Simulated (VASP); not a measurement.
Write the native input for VASP 6.6.1 that does the following.

```
Task                   : single point
Functional             : PBE
Potentials or basis    : VASP PAW PBE potentials, release 64 (Be, Te)
Cutoff                 : 520 eV
k mesh                 : 12 × 12 × 4
Occupations            : fermi-dirac, width 0.02 eV
Spin                   : no spin polarisation
Dipole correction      : no
Further INCAR settings : ALGO = Normal; EDIFF = 1e-06; NBANDS = 16
```

The structure of BeTe lies in POSCAR:

```
BeTe
1.0
    3.8635965890      0.0000000000      0.0000000000
   -1.9317982945      3.3459727961      0.0000000000
    0.0000000000      0.0000000000      6.0034032971
Be Te
2 2
Direct
    0.0000000000      0.0000000000      0.0000000000
    0.0000000000      0.0000000000      0.5000000000
    0.3333333333      0.6666666667      0.2500000000
    0.6666666667      0.3333333333      0.7500000000
```

These files were run (other wordings do the same):

INCAR

```
SYSTEM = BeTe
PREC     = Accurate       ! precision mode
ENCUT    = 520            ! plane-wave cutoff, eV
EDIFF    = 1E-6           ! SCF threshold, eV
ISMEAR   = -1             ! smearing method
SIGMA    = 0.02           ! smearing width, eV
LREAL    = .False.        ! projectors in reciprocal space
LASPH    = .True.         ! aspherical terms in the spheres
NELM     = 100            ! most SCF steps
ALGO     = Normal         ! electronic algorithm
ISIF     = 2              ! what is computed and relaxed
LWAVE    = .False.        ! write WAVECAR
LCHARG   = .True.         ! write CHGCAR
GGA      = PE             ! functional
LELF     = .True.         ! ELF
LVHAR    = .True.       
NBANDS   = 16             ! bands
```

KPOINTS

```
regular mesh
0
Gamma
  12 12 4
  0 0 0
```

Potentials or basis: VASP PAW PBE potentials, release 64 (Be, Te).

The run is started by

```bash
$ cat potpaw_PBE.64/Be/POTCAR potpaw_PBE.64/Te/POTCAR > POTCAR
$ mpirun -np 1 vasp_std > vasp.out
```

It gave:

```json
{
 "Pressure": "-0.1 GPa",
 "Band gap on the k mesh": "zero (band 8 reaches 7.65 eV, above the bottom of band 9 at 6.48 eV)"
}
```

Caveat: spin-orbit coupling is left out, which moves the levels of the heavy elements.

Run time: 23 s on 1 thread of Intel(R) Xeon(R) 6975P-C (Granite Rapids), with other jobs on the host, peak memory 0.23 GiB.
